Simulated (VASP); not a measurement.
A run of VASP 6.6.1 is set up as follows.

Contents of INCAR:

```
PREC = Accurate
ENCUT = 520
EDIFF = 1E-7
ISMEAR = 0
SIGMA = 0.05
LREAL = F
LASPH = T
NELM = 150
ALGO = Normal
ISIF = 2
LWAVE = F
LCHARG = F
LNONCOLLINEAR = T
MAGMOM = 0 0 0 0 0 0
LORBIT = 11
LSORBIT = T
GGA_COMPAT = F
LORBMOM = T
GGA = PS
NBANDS = 42
```

The input KPOINTS:

```
Automatic mesh
0
Gamma
  6 6 6
```

The input POSCAR:

```
Bi
1.0
    2.2759373604      1.3140130477      3.9441321989
   -2.2759373604      1.3140130477      3.9441321989
    0.0000000000     -2.6280260953      3.9441321989
Bi
2
Direct
    0.2351433769      0.2351433769      0.2351433769
    0.7648566231      0.7648566231      0.7648566231
```

Potentials or basis: VASP PAW PBE potentials, release 64 (Bi_d).

The run is started by

```sh
$ cat potpaw_PBE.64/Bi_d/POTCAR > POTCAR
$ mpirun -np 1 vasp_ncl > vasp.out
```

(1) Estimate the pressure.

(2) Predict the net moment.

(3) Predict the largest force.

Answers

(1) -0.1 GPa.

(2) 0.00 μB per cell.

(3) 0.102 eV/Å.

Caveat: the PAW data sets were made with another functional, which shifts forces and pressure a little.
